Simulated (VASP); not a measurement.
# Ti4C3 (Pm-3m) in VASP: a series of runs

Ti4C3 is run at these levels: PBE; tasks: relaxation of cell and atoms, single point.

Program: VASP 6.6.1. These are calculated values, not measurements. Logs are shortened: lines on timing, memory, paths and dates and some standing lists are left out, and cuts for length are marked.

## (1) The cell of the first run

The structure is cubic, space group Pm-3m (No. 221). The conventional cell has a = 4.709 Å, b = 4.709 Å, c = 4.709 Å, α = 90.00°, β = 90.00°, γ = 90.00°. Within 3.1 Å of Ti (site symmetry m-3m) lie 6 C at 2.35 Å. Ti (site symmetry 4/mmm) has 4 C at 2.35 Å within 3.1 Å. Within 3.1 Å of C (site symmetry 4/mmm) lie 6 Ti at 2.35 Å.

The cell was generated, and may not be a known phase.

## (2) Relaxation of cell and atoms, PBE

INCAR

```
  ALGO = Normal
  EDIFF = 1E-7
  EDIFFG = -0.04
  ENCUT = 600
  GGA = PE
  IBRION = 2
  ISIF = 3
  ISMEAR = 0
  LASPH = True
  LCHARG = False
  LREAL = False
  LWAVE = False
  NELM = 80
  NSW = 90
  PREC = Accurate
  SIGMA = 0.1
```

KPOINTS

```
k-points
0
Gamma
  4 4 4
```

POSCAR

```
Ti4C3
1.0
    4.7090676800      0.0000000000      0.0000000000
    0.0000000000      4.7090676800      0.0000000000
    0.0000000000      0.0000000000      4.7090676800
Ti C
4 3
Direct
    0.0000000000      0.0000000000      0.0000000000
    0.0000000000      0.5000000000      0.5000000000
    0.5000000000      0.0000000000      0.5000000000
    0.5000000000      0.5000000000      0.0000000000
    0.5000000000      0.0000000000      0.0000000000
    0.0000000000      0.5000000000      0.0000000000
    0.0000000000      0.0000000000      0.5000000000
```

Potentials or basis: VASP PAW PBE potentials, release 64 (Ti_sv, C).

Launch:

```bash
> cat potpaw_PBE.64/Ti_sv/POTCAR potpaw_PBE.64/C/POTCAR > POTCAR
> mpirun -np 1 vasp_std > vasp.out
```

OUTCAR:

```text
EDIFF = 1E-7
   EDIFFG = -0.04
   ENCUT = 600
   GGA = PE
   IBRION = 2
   ISIF = 3
   ISMEAR = 0
   LASPH = True
   LREAL = False
   NELM = 80
   NSW = 90
   PREC = Accurate

 ion  position               nearest neighbor table
   1  0.000  0.000  0.000-   5 2.35   6 2.35   7 2.35   7 2.35   6 2.35   5 2.35
   2  0.000  0.500  0.500-   6 2.35   7 2.35   6 2.35   7 2.35
   3  0.500  0.000  0.500-   5 2.35   7 2.35   5 2.35   7 2.35
   4  0.500  0.500  0.000-   5 2.35   6 2.35   5 2.35   6 2.35
   5  0.500  0.000  0.000-   1 2.35   3 2.35   4 2.35   3 2.35   4 2.35   1 2.35
   6  0.000  0.500  0.000-   1 2.35   2 2.35   4 2.35   2 2.35   1 2.35   4 2.35
   7  0.000  0.000  0.500-   1 2.35   2 2.35   3 2.35   1 2.35   2 2.35   3 2.35

  LATTYP: Found a simple cubic cell.
 ALAT       =     4.7090676800

  Lattice vectors:

 A1 = (   4.7090676800,   0.0000000000,   0.0000000000)
 A2 = (   0.0000000000,   4.7090676800,   0.0000000000)
 A3 = (   0.0000000000,   0.0000000000,   4.7090676800)

Analysis of symmetry for initial positions (statically):
=====================================================================
 Subroutine PRICEL returns:
 Original cell was already a primitive cell.

 Routine SETGRP: Setting up the symmetry group for a
 simple cubic supercell.

 Subroutine GETGRP returns: Found 48 space group operations
 (whereof 48 operations were pure point group operations)
 out of a pool of 48 trial point group operations.

The static configuration has the point symmetry O_h .

Analysis of symmetry for dynamics (positions and initial velocities):
=====================================================================
 Subroutine PRICEL returns:
 Original cell was already a primitive cell.

 Routine SETGRP: Setting up the symmetry group for a
 simple cubic supercell.

 Subroutine GETGRP returns: Found 48 space group operations
 (whereof 48 operations were pure point group operations)
 out of a pool of 48 trial point group operations.

The dynamic configuration has the point symmetry O_h .

 Subroutine INISYM returns: Found 48 space group operations
 (whereof 48 operations are pure point group operations),
 and found     1 'primitive' translations

----------------------------------------------------------------------------------------

                                     Primitive cell

  volume of cell :     104.4251

  direct lattice vectors                    reciprocal lattice vectors
     4.709067680  0.000000000  0.000000000     0.212356260  0.000000000  0.000000000
[... 88 lines left out ...]
   ISYM   =      2    0-nonsym 1-usesym 2-fastsym
   POTIM  = 0.5000    time-step for ionic-motion
   TEBEG  =    0.0;   TEEND  =   0.0 temperature during run
   PSTRESS=    0.0 pullay stress
   NELECT =      60.0000    total number of electrons
   NUPDOWN=      -1.0000    fix difference up-down
   EMIN   =  10.00;   EMAX   =-10.00  energy-range for DOS
   EFERMI =   0.00;   METHOD = LEGACY
   ISMEAR =     0;   SIGMA  =   0.10  broadening in eV -4-tet -1-fermi 0-gaus
   EFERMI_NEDOS =   21; number of points for ismear=-14 and -15
   IALGO  =     38    algorithm
   IMIX   =      4    mixing-type and parameters
     AMIX     =   0.40;   BMIX     =  1.00
     AMIX_MAG =   1.60;   BMIX_MAG =  1.00
  volume/ion in A,a.u.               =      14.92       100.67
  Fermi-wavevector in a.u.,A,eV,Ry     =   1.360996  2.571910 25.202225  1.852311
  Thomas-Fermi vector in A             =   2.487611
   LORBIT       =      0    0 simple, 1 ext, 2 COOP (PROOUT), +10 PAW based schemes
   GGA     = PE    functional components
   LHFCALC =     F    Hartree Fock is set to
   AEXX    =    0.0000 exact exchange contribution
   IVDW    =     0    specifies the selected vdW correction
   LEPSILON=     F    determine dielectric tensor
   LRPA    =     F    only Hartree local field effects (RPA)
 conjugate gradient relaxation of ions
 non-spin polarized calculation
 Gauss-broadening in eV      SIGMA  =   0.10
  energy-cutoff  :      600.00
  volume of cell :      104.43
 maximum number of plane-waves:      3514
 NGX is ok and might be reduce to    40
   NGX = 19   NGY = 19   NGZ = 19

--------------------------------------- Ionic step        1  -------------------------------------------

 number of electron      59.9999978 magnetization

 Free energy of the ion-electron system (eV)
  ---------------------------------------------------
  ext. energy  EPLUGINS =         0.00000000
  ---------------------------------------------------
  free energy    TOTEN  =       -60.79409624 eV

  energy without entropy =      -60.78602870  energy(sigma->0) =      -60.79006247

------------------------ aborting loop because EDIFF is reached ----------------------------------------

  FORCE on cell =-STRESS in cart. coord.  units (eV):
  Direction    XX          YY          ZZ          XY          YZ          ZX
  --------------------------------------------------------------------------------------
  -------------------------------------------------------------------------------------
  Total      -21.8076777    -21.8076777    -21.8076777     -0.0000000     -0.0000000      0.0000000
  in kB     -334.5917330   -334.5917330   -334.5917330     -0.0000000     -0.0000000      0.0000000
  external PRESSURE =    -334.5917330 kB  Pullay stress =       0.0000000 kB
[... 28 lines left out ...]
--------------------------------------- Ionic step        2  -------------------------------------------

 number of electron      59.9999992 magnetization

 E-fermi :  11.7779     XC(G=0): -13.4578

 val. band max:       11.7677780950   @ k =   0.5000   0.5000   0.5000
 cond. band min:      11.8117549381   @ k =   0.2500   0.0000   0.0000
 fundamental gap:      0.0439768431
 Fermi energy:        11.7778589342

 k-point     1 :       0.0000    0.0000    0.0000
  band No.  band energies     occupation
      1     -44.5203      2.00000
      2     -44.2999      2.00000
      3     -44.2999      2.00000
      4     -44.0626      2.00000
      5     -21.2476      2.00000
      6     -21.2476      2.00000
[... 460 lines left out ...]
--------------------------------------- Ionic step        4  -------------------------------------------

 number of electron      60.0000021 magnetization

 Free energy of the ion-electron system (eV)
  ---------------------------------------------------
  ext. energy  EPLUGINS =         0.00000000
  ---------------------------------------------------
  free energy    TOTEN  =       -63.99483930 eV

  energy without entropy =      -63.98987787  energy(sigma->0) =      -63.99235858

 E-fermi :   8.9931     XC(G=0): -12.2840

 val. band max:        8.9064982941   @ k =   0.5000   0.5000   0.2500
 cond. band min:       9.0547323403   @ k =   0.5000   0.5000   0.5000
 fundamental gap:      0.1482340462
 Fermi energy:         8.9931235820

 k-point     1 :       0.0000    0.0000    0.0000
  band No.  band energies     occupation
      1     -47.8127      2.00000
      2     -47.7311      2.00000
      3     -47.7311      2.00000
      4     -47.6020      2.00000
      5     -24.2515      2.00000
      6     -24.2515      2.00000
[... 413 lines left out ...]
  FREE ENERGIE OF THE ION-ELECTRON SYSTEM (eV)
  ---------------------------------------------------
  free  energy   TOTEN  =       -63.9948392970 eV

  energy  without entropy=      -63.9898778685  energy(sigma->0) =      -63.99235858

 reached required accuracy - stopping structural energy minimisation
```

CONTCAR:

```text
Ti4C3
   1.00000000000000
     4.3131835063426740    0.0000000000000000    0.0000000000000000
    -0.0000000000000000    4.3131835063426740   -0.0000000000000000
    -0.0000000000000000   -0.0000000000000000    4.3131835063426740
  Ti              C
     4     3
Direct
     0.0000000000000000    0.0000000000000000    0.0000000000000000
     0.0000000000000000    0.5000000000000000    0.5000000000000000
     0.5000000000000000    0.0000000000000000    0.5000000000000000
     0.5000000000000000    0.5000000000000000    0.0000000000000000
     0.5000000000000000    0.0000000000000000    0.0000000000000000
     0.0000000000000000    0.5000000000000000    0.0000000000000000
     0.0000000000000000    0.0000000000000000    0.5000000000000000

  0.00000000E+00  0.00000000E+00  0.00000000E+00
  0.00000000E+00  0.00000000E+00  0.00000000E+00
  0.00000000E+00  0.00000000E+00  0.00000000E+00
  0.00000000E+00  0.00000000E+00  0.00000000E+00
  0.00000000E+00  0.00000000E+00  0.00000000E+00
  0.00000000E+00  0.00000000E+00  0.00000000E+00
  0.00000000E+00  0.00000000E+00  0.00000000E+00
```

Wall time 4.7 min (1 thread of Intel Xeon 8259CL, shared host); peak memory 0.27 GiB.

What came out:

- Free energy: -63.9948 eV
- Relaxed volume: 11.46 Å³/atom
- Relaxed cell: a = 4.313 Å, b = 4.313 Å, c = 4.313 Å, α = 90.00°, β = 90.00°, γ = 90.00°
- Space group after relaxing (to 0.1 Å): Pm-3m (No. 221)
- Energy gained by relaxing: 457.2 meV/atom
- Ionic steps: 4
- Pressure after relaxing: -0.5 GPa
- Band gap on the k mesh: zero (bands 30 and 31 overlap by 1.14 eV)

The path:
```tsv
step	energy change (eV)	largest force (eV/Å)	pressure (GPa)	volume (Å³)
1	0.0000	0.0000	-33.46	104.43
2	-0.0666	0.0000	75.19	64.06
3	-3.1953	0.0000	-2.19	80.88
4	-3.2007	0.0000	-0.49	80.24
```

Final structure:
```
CELL_PARAMETERS angstrom
4.31318 0.00000 0.00000
0.00000 4.31318 0.00000
0.00000 0.00000 4.31318
ATOMIC_POSITIONS crystal
Ti 0.00000 0.00000 0.00000
Ti 0.00000 0.50000 0.50000
Ti 0.50000 0.00000 0.50000
Ti 0.50000 0.50000 0.00000
C 0.50000 0.00000 0.00000
C 0.00000 0.50000 0.00000
C 0.00000 0.00000 0.50000
```

Levels at points of the mesh, in eV from the Fermi level:
```csv
k point,band 27,band 28,band 29,band 30,band 31,band 32,band 33,band 34
"(0.00, 0.00, 0.00)",-0.18,-0.18,-0.18,0.59,0.59,0.59,0.87,0.87
"(0.50, 0.00, 0.00)",-1.69,-0.76,-0.62,-0.55,-0.55,1.03,1.03,1.40
"(0.50, 0.50, 0.00)",-2.77,-2.72,-0.85,-0.46,0.54,0.54,1.95,1.98
"(0.50, 0.50, 0.50)",-3.06,-3.06,0.06,0.06,0.06,0.10,2.72,2.72
```

Caveat: the volume moved by over 15 % at a fixed basis, so the end points are rough.

## (3) Single point, PBE (11.78 Å³/atom)

This run uses another cell than the first one, of 11.78 Å³/atom.

INCAR

```
SYSTEM = Ti4C3
ALGO     = Normal         ! electronic algorithm
EDIFF    = 1E-7           ! SCF threshold, eV
ENCUT    = 520            ! plane-wave cutoff, eV
GGA      = PE             ! functional
ISIF     = 2              ! what is computed and relaxed
ISMEAR   = 0              ! smearing method
LASPH    = .TRUE.         ! aspherical terms in the spheres
LCHARG   = .TRUE.         ! write CHGCAR
LELF     = .TRUE.         ! ELF
LREAL    = .FALSE.        ! projectors in reciprocal space
LVHAR    = .TRUE.       
LWAVE    = .FALSE.        ! write WAVECAR
NBANDS   = 39             ! bands
NELM     = 100            ! most SCF steps
PREC     = Accurate       ! precision mode
SIGMA    = 0.1            ! smearing width, eV
```

KPOINTS

```
k-points
0
G
  10 10 10
  0 0 0
```

Edit POSCAR of step 2 so:

```diff
@@ -2,5 +2,5 @@
 1.0
-    4.7090676800      0.0000000000      0.0000000000
-    0.0000000000      4.7090676800      0.0000000000
-    0.0000000000      0.0000000000      4.7090676800
+    4.3530190556      0.0000000000      0.0000000000
+    0.0000000000      4.3530190556      0.0000000000
+    0.0000000000      0.0000000000      4.3530190556
 Ti C
```

Potentials or basis: VASP PAW PBE potentials, release 64 (Ti_sv, C).

Launch:

```bash
> cat potpaw_PBE.64/Ti_sv/POTCAR potpaw_PBE.64/C/POTCAR > POTCAR
> mpirun -np 1 vasp_std > vasp.out
```

Run time: 2.9 min. Hardware: 1 thread of Intel Xeon 8259CL, shared host; peak memory 0.27 GiB.

The run converged. Its results:

```
Free energy            : -63.8684 eV
Pressure               : -5.9 GPa
Band gap on the k mesh : zero (bands 30 and 31 overlap by 1.13 eV)
```

Levels at points of the mesh, in eV from the Fermi level:
| k point | band 28 | band 29 | band 30 | band 31 | band 32 | band 33 |
| --- | --- | --- | --- | --- | --- | --- |
| (0.00, 0.00, 0.00) | -0.26 | -0.26 | 0.54 | 0.54 | 0.54 | 0.78 |
| (0.50, 0.00, 0.00) | -0.77 | -0.62 | -0.59 | -0.59 | 0.96 | 0.96 |
| (0.50, 0.50, 0.00) | -2.70 | -0.85 | -0.48 | 0.49 | 0.49 | 1.85 |
| (0.50, 0.50, 0.50) | -3.03 | 0.03 | 0.03 | 0.03 | 0.05 | 2.58 |

Caveat: the cell stands under tension.

## (4) Single point, PBE, collinear spin

This run uses another cell than the first one, of 11.44 Å³/atom.

INCAR

```
SYSTEM = Ti4C3
PREC = Accurate
ENCUT = 520
EDIFF = 1E-6
ISMEAR = 0
SIGMA = 0.1
LREAL = .FALSE.
LASPH = .TRUE.
NELM = 150
ALGO = Normal
ISIF = 2
LWAVE = .FALSE.
LCHARG = .FALSE.
ISPIN = 2
MAGMOM = 1 1 1 1 0 0 0
LORBIT = 11
LMAXMIX = 4
GGA = PE
NBANDS = 43
```

KPOINTS

```
Automatic mesh
0
G
  4 4 4
  0 0 0
```

Edit POSCAR of step 3 so:

```diff
@@ -2,5 +2,5 @@
 1.0
-    4.3530190556      0.0000000000      0.0000000000
-    0.0000000000      4.3530190556      0.0000000000
-    0.0000000000      0.0000000000      4.3530190556
+    4.3103396498      0.0000000000      0.0000000000
+    0.0000000000      4.3103396498      0.0000000000
+    0.0000000000      0.0000000000      4.3103396498
 Ti C
```

Launch:

```bash
> cat potpaw_PBE.64/Ti_sv/POTCAR potpaw_PBE.64/C/POTCAR > POTCAR
> mpirun -np 1 vasp_std > vasp.out
```

Wall time 67 s (1 thread of Intel Xeon 8259CL, shared host); peak memory 0.22 GiB.

It converged, with:

```
Free energy                                           : -63.9686 eV
Pressure                                              : 0.1 GPa
Band gap on the k mesh                                : zero (filled and empty bands overlap)
Net moment                                            : 0.00 μB per cell
Valence electrons inside the program's atomic spheres : Ti 10.42, 10.32 (each value once); C 2.40
```

Levels at points of the mesh, in eV from the Fermi level:
Spin up:
| k point | band 26 | band 27 | band 28 | band 29 | band 30 | band 31 | band 32 | band 33 | band 34 | band 35 |
| --- | --- | --- | --- | --- | --- | --- | --- | --- | --- | --- |
| (0.00, 0.00, 0.00) | -1.71 | -0.18 | -0.18 | -0.18 | 0.59 | 0.59 | 0.59 | 0.87 | 0.87 | 0.87 |
| (0.50, 0.00, 0.00) | -2.48 | -1.69 | -0.77 | -0.62 | -0.55 | -0.55 | 1.04 | 1.04 | 1.41 | 2.07 |
| (0.50, 0.50, 0.00) | -2.84 | -2.77 | -2.72 | -0.85 | -0.47 | 0.55 | 0.55 | 1.96 | 1.99 | 2.06 |
| (0.50, 0.50, 0.50) | -3.11 | -3.07 | -3.07 | 0.06 | 0.06 | 0.06 | 0.10 | 2.73 | 2.73 | 2.73 |
Spin down:
```
           k point  band 28  band 29  band 30  band 31  band 32  band 33
(0.00, 0.00, 0.00)    -0.18    -0.18     0.59     0.59     0.59     0.87
(0.50, 0.00, 0.00)    -0.77    -0.62    -0.55    -0.55     1.04     1.04
(0.50, 0.50, 0.00)    -2.72    -0.85    -0.47     0.55     0.55     1.96
(0.50, 0.50, 0.50)    -3.07     0.06     0.06     0.06     0.10     2.73
```

Caveat: the k points lie up to 0.36 Å⁻¹ apart, too coarse for converged energies and pressures of a metal.

## (5) Summary

```csv
task,spin,cell,k mesh,cutoff (eV),gap on the mesh (eV),pressure (GPa)
relaxation of cell and atoms,off,"relaxed from a = 4.709 Å, 7 atoms",4 × 4 × 4,600,none,-0.5
single point,off,"a = 4.353 Å, 7 atoms",10 × 10 × 10,520,none,-5.9
single point,collinear,"a = 4.310 Å, 7 atoms",4 × 4 × 4,520,none,0.1
```

Alike in all rows: level PBE; potentials or basis VASP PAW PBE potentials, release 64 (Ti_sv, C); smearing gaussian 0.1 eV.

Caveats: some runs use coarse meshes; the volume moved by over 15 % at a fixed basis, so the end points are rough (at least some runs); the cell stands under tension (at least some runs).

Absolute energies hang on the potentials; compare differences alone.

The gap in the log of VASP goes by the Fermi energy; the results here count the filled bands.